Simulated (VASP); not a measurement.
Crystal: Te.

```
Te
1.0
     3.79465   -2.13378    0.00000
     3.79465    2.13378    0.00000
    -0.09366    0.00000    5.93598
Te
3
Direct
  0.00000 0.00000 0.00000
  0.30945 0.30945 0.33881
  0.69055 0.69055 0.66119
```

Base run:

```yaml
Program: VASP 6.6.1
Functional: r2SCAN
Potentials_or_basis: VASP PAW PBE potentials, release 64 (Te)
Cutoff: 520 eV
k_mesh: 7 × 7 × 5
Occupations: fermi-dirac, width 0.05 eV
Spin: no spin polarisation
```

Its results: pressure 1.2 GPa; largest force 0.073 eV/Å.

**Question.** The run is repeated on the same cell with these changes: functional from r2SCAN to LDA; potentials or basis from VASP PAW PBE potentials, release 64 (Te) to VASP PAW LDA potentials, release 64 (Te). What comes out?

**Answer.** Pressure -1.8 GPa; largest force 0.138 eV/Å.

Caveats: the PAW data sets were made with another functional, which shifts forces and pressure a little (some runs).
